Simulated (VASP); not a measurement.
# PbO (P4/nmm) in VASP: notebook

Aim: see how the results for PbO move with the level of theory and the settings. Levels: PBE, r2SCAN-based global hybrid with 15 % exact exchange, r2SCANh, HSE06. Tasks: single point.

Program: VASP 6.6.1. These are calculated values, not measurements. Logs are shortened: lines on timing, memory, paths and dates and some standing lists are left out, and cuts for length are marked.

## Step 1: The cell of the first run

It takes space group P4/nmm (No. 129, tetragonal). The conventional cell has a = 3.990 Å, b = 3.990 Å, c = 5.010 Å, α = 90.00°, β = 90.00°, γ = 90.00°. Pb (site symmetry 4mm) has 4 O at 2.33 Å within 3.1 Å. Within 3.1 Å of O (site symmetry -4m2) lie 4 Pb at 2.33 Å and 4 O at 2.82 Å.

## Step 2: Single point, PBE, non-collinear spin, zero start, spin-orbit coupling

File INCAR:

```
SYSTEM = PbO
ALGO = Normal ; EDIFF = 1E-6
ENCUT = 600 ; GGA = PE
GGA_COMPAT = .FALSE. ; ISIF = 2
ISMEAR = -1 ; LASPH = .TRUE.
LCHARG = .TRUE. ; LORBIT = 11
LORBMOM = .TRUE. ; LREAL = .FALSE.
LSORBIT = .TRUE. ; LVHAR = .TRUE.
LWAVE = .FALSE. ; MAGMOM = 0 0 0 0 0 0 0 0 0 0 0 0
NBANDS = 54 ; NELM = 200
PREC = Accurate ; SIGMA = 0.05
```

File KPOINTS:

```
k-points
0
G
  7 7 6
  0 0 0
```

File POSCAR:

```
PbO
1.0
    3.9900000000      0.0000000000      0.0000000000
    0.0000000000      3.9900000000      0.0000000000
    0.0000000000      0.0000000000      5.0100000000
Pb O
2 2
Direct
    0.5000000000      0.0000000000      0.7600000000
    0.0000000000      0.5000000000      0.2400000000
    0.5000000000      0.5000000000      0.0000000000
    0.0000000000      0.0000000000      0.0000000000
```

Potentials or basis: VASP PAW PBE potentials, release 64 (Pb_d, O).

Launch:

```console
> cat potpaw_PBE.64/Pb_d/POTCAR potpaw_PBE.64/O/POTCAR > POTCAR
> mpirun -np 1 vasp_ncl > vasp.out
```

OUTCAR:

```text
SYSTEM = PbO
   EDIFF = 1E-6
   ENCUT = 600
   GGA = PE
   ISIF = 2
   ISMEAR = -1
   LASPH = .TRUE.
   LORBIT = 11
   LREAL = .FALSE.
   LSORBIT = .TRUE.
   NELM = 200
   PREC = Accurate

 ion  position               nearest neighbor table
   1  0.500  0.000  0.760-   3 2.33   4 2.33   3 2.33   4 2.33   2 3.71   2 3.71   2 3.71   2 3.71
                             2 3.84   2 3.84   2 3.84   2 3.84
   2  0.000  0.500  0.240-   3 2.33   4 2.33   4 2.33   3 2.33   1 3.71   1 3.71   1 3.71   1 3.71
                             1 3.84   1 3.84   1 3.84   1 3.84
   3  0.500  0.500  0.000-   1 2.33   2 2.33   1 2.33   2 2.33
   4  0.000  0.000  0.000-   1 2.33   2 2.33   2 2.33   1 2.33

  LATTYP: Found a simple tetragonal cell.
 ALAT       =     3.9900000000
 C/A-ratio  =     1.2556390977

  Lattice vectors:

 A1 = (   3.9900000000,   0.0000000000,   0.0000000000)
 A2 = (   0.0000000000,   3.9900000000,   0.0000000000)
 A3 = (   0.0000000000,   0.0000000000,   5.0100000000)

Analysis of symmetry for initial positions (statically):
=====================================================================
 Subroutine PRICEL returns:
 Original cell was already a primitive cell.

 Routine SETGRP: Setting up the symmetry group for a
 simple tetragonal supercell.

 Subroutine GETGRP returns: Found 16 space group operations
 (whereof  8 operations were pure point group operations)
 out of a pool of 16 trial point group operations.

The static configuration has the point symmetry D_2d.
 The point group associated with its full space group is D_4h.

Analysis of symmetry for dynamics (positions and initial velocities):
=====================================================================
 Subroutine PRICEL returns:
 Original cell was already a primitive cell.

 Routine SETGRP: Setting up the symmetry group for a
 simple tetragonal supercell.

 Subroutine GETGRP returns: Found 16 space group operations
 (whereof  8 operations were pure point group operations)
 out of a pool of 16 trial point group operations.

The dynamic configuration has the point symmetry D_2d.
 The point group associated with its full space group is D_4h.

Analysis of structural, dynamic, and magnetic symmetry:
=====================================================================
 Subroutine PRICEL returns:
 Original cell was already a primitive cell.

 Routine SETGRP: Setting up the symmetry group for a
 simple tetragonal supercell.

 Subroutine GETGRP returns: Found 16 space group operations
 (whereof  8 operations were pure point group operations)
 out of a pool of 16 trial point group operations.

The overall configuration has the point symmetry D_2d.
 The point group associated with its full space group is D_4h.

 Subroutine INISYM returns: Found 16 space group operations
 (whereof  8 operations are pure point group operations),
 and found     1 'primitive' translations

----------------------------------------------------------------------------------------

                                     Primitive cell

  volume of cell :      79.7597

  direct lattice vectors                    reciprocal lattice vectors
     3.990000000  0.000000000  0.000000000     0.250626566  0.000000000  0.000000000
     0.000000000  3.990000000  0.000000000     0.000000000  0.250626566  0.000000000
     0.000000000  0.000000000  5.010000000     0.000000000  0.000000000  0.199600798

  length of vectors
     3.990000000  3.990000000  5.010000000     0.250626566  0.250626566  0.199600798

  position of ions in fractional coordinates (direct lattice)
     0.500000000  0.000000000  0.760000000
     0.000000000  0.500000000  0.240000000
     0.500000000  0.500000000  0.000000000
     0.000000000  0.000000000  0.000000000

  ion indices of the primitive-cell ions
   primitive index   ion index
                 1           1
                 2           2
                 3           3
                 4           4

----------------------------------------------------------------------------------------

 KPOINTS: k-points

Automatic generation of k-mesh.
 Grid dimensions read from file:
 generate k-points for:    7    7    6

 Generating k-lattice:

  Cartesian coordinates                     Fractional coordinates (reciprocal lattice)
     0.035803795  0.000000000  0.000000000     0.142857143  0.000000000  0.000000000
     0.000000000  0.035803795  0.000000000     0.000000000  0.142857143  0.000000000
     0.000000000  0.000000000  0.033266800     0.000000000  0.000000000  0.166666667

  Length of vectors
     0.035803795  0.035803795  0.033266800

  Shift w.r.t. Gamma in fractional coordinates (k-lattice)
     0.000000000  0.000000000  0.000000000

 Subroutine IBZKPT returns following result:
 ===========================================

 Found     40 irreducible k-points:

 Following reciprocal coordinates:
            Coordinates               Weight
[... 65 lines left out ...]
  Fermi-wavevector in a.u.,A,eV,Ry     =   1.300670  2.457909 23.017539  1.691741
  Thomas-Fermi vector in A             =   2.431853
   LORBIT       =     11    0 simple, 1 ext, 2 COOP (PROOUT), +10 PAW based schemes
   GGA     = PE    functional components
   LHFCALC =     F    Hartree Fock is set to
   AEXX    =    0.0000 exact exchange contribution
   IVDW    =     0    specifies the selected vdW correction
   LEPSILON=     F    determine dielectric tensor
   LRPA    =     F    only Hartree local field effects (RPA)
  energy-cutoff  :      600.00
  volume of cell :       79.76
 maximum number of plane-waves:      5384
 NGX is ok and might be reduce to    32
   NGX = 15   NGY = 15   NGZ = 21

 number of electron      40.0000002 magnetization      -0.0000000     -0.0000000     -0.0000000

 number of electron      40.0000002 magnetization      -0.0000000      0.0000000      0.0000000

 number of electron      40.0000002 magnetization       0.0000000      0.0000000      0.0000000

 number of electron      40.0000002 magnetization       0.0000000     -0.0000000     -0.0000000

 Free energy of the ion-electron system (eV)
  ---------------------------------------------------
  ext. energy  EPLUGINS =         0.00000000
  ---------------------------------------------------
  free energy    TOTEN  =       -22.19497913 eV

  energy without entropy =      -22.19497908  energy(sigma->0) =      -22.19497911

 E-fermi :   5.7288     XC(G=0):  -9.8230

 val. band max:        5.0339087759   @ k =   0.0000   0.0000   0.0000
 cond. band min:       6.4073329458   @ k =   0.4286   0.4286   0.0000
 fundamental gap:      1.3734241700
 Fermi energy:         5.7288056621

 k-point     1 :       0.0000    0.0000    0.0000
  band No.  band energies     occupation
      1     -13.2581      1.00000
      2     -13.2581      1.00000
      3     -13.0440      1.00000
      4     -13.0440      1.00000
      5     -12.3351      1.00000
      6     -12.3351      1.00000
[... 1309 lines left out ...]
     51      12.6768      0.00000
     52      12.6768      0.00000

 [... further k-points ...]

 [bands above 52 left out]

------------------------ aborting loop because EDIFF is reached ----------------------------------------

  FORCE on cell =-STRESS in cart. coord.  units (eV):
  Direction    XX          YY          ZZ          XY          YZ          ZX
  --------------------------------------------------------------------------------------
  -------------------------------------------------------------------------------------
  Total        1.5758750      1.5758750      1.1327728      0.0000000      0.0000000      0.0000000
  in kB       31.6554739     31.6554739     22.7546351      0.0000000      0.0000000      0.0000000
  external PRESSURE =      28.6885276 kB  Pullay stress =       0.0000000 kB

 VOLUME and BASIS-vectors are now :
 -----------------------------------------------------------------------------
  energy-cutoff  :      600.00
  volume of cell :       79.76
      direct lattice vectors                 reciprocal lattice vectors
     3.990000000  0.000000000  0.000000000     0.250626566  0.000000000  0.000000000
     0.000000000  3.990000000  0.000000000     0.000000000  0.250626566  0.000000000
     0.000000000  0.000000000  5.010000000     0.000000000  0.000000000  0.199600798

 POSITION                                       TOTAL-FORCE (eV/Angst)
 -----------------------------------------------------------------------------------
      1.99500      0.00000      3.80760         0.000000      0.000000     -0.053942
      0.00000      1.99500      1.20240         0.000000      0.000000      0.053942
      1.99500      1.99500      0.00000        -0.000000     -0.000000      0.000000
      0.00000      0.00000      0.00000         0.000000      0.000000      0.000000
 -----------------------------------------------------------------------------------
    total drift:                                0.000000     -0.000000     -0.000000

  FREE ENERGIE OF THE ION-ELECTRON SYSTEM (eV)
  ---------------------------------------------------
  free  energy   TOTEN  =       -22.1949791341 eV

  energy  without entropy=      -22.1949790773  energy(sigma->0) =      -22.19497911

 orbital moment (x)

 # of ion     p       d       tot
 ----------------------------------------
  1         0.000   0.000   0.000
  2         0.000   0.000   0.000
  3         0.000   0.000   0.000
  4         0.000   0.000   0.000
 ----------------------------------------
            0.000   0.000   0.000

 orbital moment (y)

 # of ion     p       d       tot
 ----------------------------------------
  1         0.000  -0.000   0.000
  2         0.000  -0.000   0.000
  3        -0.000   0.000  -0.000
  4        -0.000   0.000  -0.000
 ----------------------------------------
            0.000  -0.000   0.000

 orbital moment (z)

 # of ion     p       d       tot
 ----------------------------------------
  1         0.000  -0.000  -0.000
  2         0.000  -0.000  -0.000
  3         0.000   0.000   0.000
  4         0.000   0.000   0.000
 ----------------------------------------
            0.000  -0.000  -0.000

 Spin-Orbit-Coupling matrix elements

 Ion:    1  E_soc:     -0.7784764
 l=   1
     0.0000000    -0.0670419    -0.0560706
    -0.0670419     0.0000000    -0.0670419
    -0.0560706    -0.0670419     0.0000000
 l=   2
     0.0000000    -0.0133649     0.0000000    -0.0133649    -0.0524357
    -0.0133649     0.0000000    -0.0403838    -0.0129243    -0.0131132
     0.0000000    -0.0403838     0.0000000    -0.0403838     0.0000000
    -0.0133649    -0.0129243    -0.0403838     0.0000000    -0.0131132
    -0.0524357    -0.0131132     0.0000000    -0.0131132     0.0000000
 l=   3
     0.0000000     0.0000000     0.0000000     0.0000000     0.0000000     0.0000000     0.0000000
     0.0000000     0.0000000     0.0000000     0.0000000     0.0000000     0.0000000     0.0000000
     0.0000000     0.0000000     0.0000000     0.0000000     0.0000000     0.0000000     0.0000000
     0.0000000     0.0000000     0.0000000     0.0000000     0.0000000     0.0000000     0.0000000
[... 49 lines left out ...]
 l=   2
     0.0000000     0.0000000     0.0000000     0.0000000     0.0000000
     0.0000000     0.0000000     0.0000000     0.0000000     0.0000000
     0.0000000     0.0000000     0.0000000     0.0000000     0.0000000
     0.0000000     0.0000000     0.0000000     0.0000000     0.0000000
     0.0000000     0.0000000     0.0000000     0.0000000     0.0000000
 l=   3
     0.0000000     0.0000000     0.0000000     0.0000000     0.0000000     0.0000000     0.0000000
     0.0000000     0.0000000     0.0000000     0.0000000     0.0000000     0.0000000     0.0000000
     0.0000000     0.0000000     0.0000000     0.0000000     0.0000000     0.0000000     0.0000000
     0.0000000     0.0000000     0.0000000     0.0000000     0.0000000     0.0000000     0.0000000
     0.0000000     0.0000000     0.0000000     0.0000000     0.0000000     0.0000000     0.0000000
     0.0000000     0.0000000     0.0000000     0.0000000     0.0000000     0.0000000     0.0000000
     0.0000000     0.0000000     0.0000000     0.0000000     0.0000000     0.0000000     0.0000000

 total charge

# of ion       s       p       d       tot
------------------------------------------
    1        1.372   0.634   9.878  11.885
    2        1.372   0.634   9.878  11.885
    3        1.577   3.382   0.000   4.959
    4        1.577   3.382   0.000   4.959
--------------------------------------------------
tot          5.898   8.032  19.757  33.687

 magnetization (x)

# of ion       s       p       d       tot
------------------------------------------
    1        0.000  -0.000   0.000  -0.000
    2        0.000   0.000   0.000   0.000
    3       -0.000   0.000   0.000   0.000
    4        0.000   0.000   0.000   0.000
--------------------------------------------------
tot         -0.000   0.000   0.000   0.000

 magnetization (y)

# of ion       s       p       d       tot
------------------------------------------
    1       -0.000   0.000   0.000  -0.000
    2        0.000   0.000   0.000   0.000
    3        0.000   0.000   0.000   0.000
    4        0.000   0.000   0.000   0.000
--------------------------------------------------
tot          0.000   0.000   0.000   0.000

 magnetization (z)

# of ion       s       p       d       tot
------------------------------------------
    1        0.000   0.000   0.000   0.000
    2        0.000   0.000   0.000   0.000
    3        0.000   0.000   0.000   0.000
    4        0.000   0.000   0.000   0.000
--------------------------------------------------
tot          0.000   0.000   0.000   0.000
```

Wall time 3.1 min (1 thread of Intel Xeon 6975P-C (Granite Rapids), shared host); peak memory 0.53 GiB.

Results:

```
Free energy                                           : -22.1950 eV
Pressure                                              : 2.9 GPa
Largest force                                         : 0.054 eV/Å
Net moment                                            : 0.00 μB per cell
Valence electrons inside the program's atomic spheres : Pb 11.88; O 4.96
```

Forces in eV/Å, atoms in the order of the input:
```
Pb   0.000  0.000 -0.054
Pb   0.000  0.000  0.054
O    0.000  0.000  0.000
O    0.000  0.000  0.000
```

Moments on the atoms (μB; x, y, z):
```
Pb  0.00 0.00 0.00
Pb  0.00 0.00 0.00
O   0.00 0.00 0.00
O   0.00 0.00 0.00
```

## Step 3: Single point, r2SCAN-based global hybrid with 15 % exact exchange

POSCAR is that of step 2.

File INCAR.step1:

```
SYSTEM = PbO
  PREC = Accurate
  ENCUT = 580
  EDIFF = 1E-5
  ISMEAR = -1
  SIGMA = 0.05
  LREAL = .False.
  LASPH = .True.
  NELM = 120
  ALGO = Normal
  ISIF = 2
  LWAVE = .True.
  LCHARG = .False.
  NBANDS = 28
  GGA = PE
  GGA_COMPAT = .False.
```

File INCAR.step2:

```
SYSTEM = PbO
  PREC = Accurate
  ENCUT = 580
  EDIFF = 1E-6
  ISMEAR = -1
  SIGMA = 0.05
  LREAL = .False.
  LASPH = .True.
  NELM = 120
  ALGO = Normal
  ISIF = 2
  LWAVE = .False.
  LCHARG = .False.
  METAGGA = R2SCAN
  LHFCALC = .True.
  AEXX = 0.15
  LMIXTAU = .True.
  PRECFOCK = Normal
  NBANDS = 28
  ISTART = 1
  GGA_COMPAT = .False.
```

File KPOINTS:

```
Automatic mesh
0
Gamma
  4 4 3
  0 0 0
```

Potentials or basis: VASP PAW PBE potentials, release 64 (Pb_d, O).

Launch:

```console
> cat potpaw_PBE.64/Pb_d/POTCAR potpaw_PBE.64/O/POTCAR > POTCAR
> cp INCAR.step1 INCAR
> mpirun -np 1 vasp_std > vasp.out
> cp INCAR.step2 INCAR
> mpirun -np 1 vasp_std > vasp.out
```

Wall time 80 min (1 thread of AMD EPYC 7R43 (Zen 3), shared host); peak memory 0.21 GiB.

Results (log left out):

| Quantity | Value |
| --- | --- |
| Free energy | -118.0280 eV |
| Pressure | -1.4 GPa |
| Largest force | 0.572 eV/Å |
| Band gap on the k mesh | 2.22 eV (least direct gap 3.54 eV) |

Forces on the atoms (eV/Å):
```
Pb   0.000  0.000  0.572
Pb   0.000  0.000 -0.572
O    0.000  0.000  0.000
O    0.000  0.000  0.000
```

Stress tensor (GPa, compression positive):
```
-1.39  0.00  0.00
 0.00 -1.39  0.00
 0.00  0.00 -1.49
```

Levels at points of the mesh, in eV from the valence-band top:
```csv
k point,band 18,band 19,band 20,band 21,band 22,band 23
"(0.00, 0.00, 0.00)",-1.97,-1.97,0.00,3.71,6.89,6.89
"(0.50, 0.00, 0.00)",-3.39,-1.87,-1.87,4.62,4.62,8.08
"(0.50, 0.50, 0.00)",-1.86,-1.31,-1.31,2.22,2.22,6.53
```

Caveat: the PAW data sets were made with another functional, which shifts forces and pressure a little; spin-orbit coupling is left out, which moves the levels of the heavy elements. A k mesh can miss the band edges.

[end of part 1 of 2]
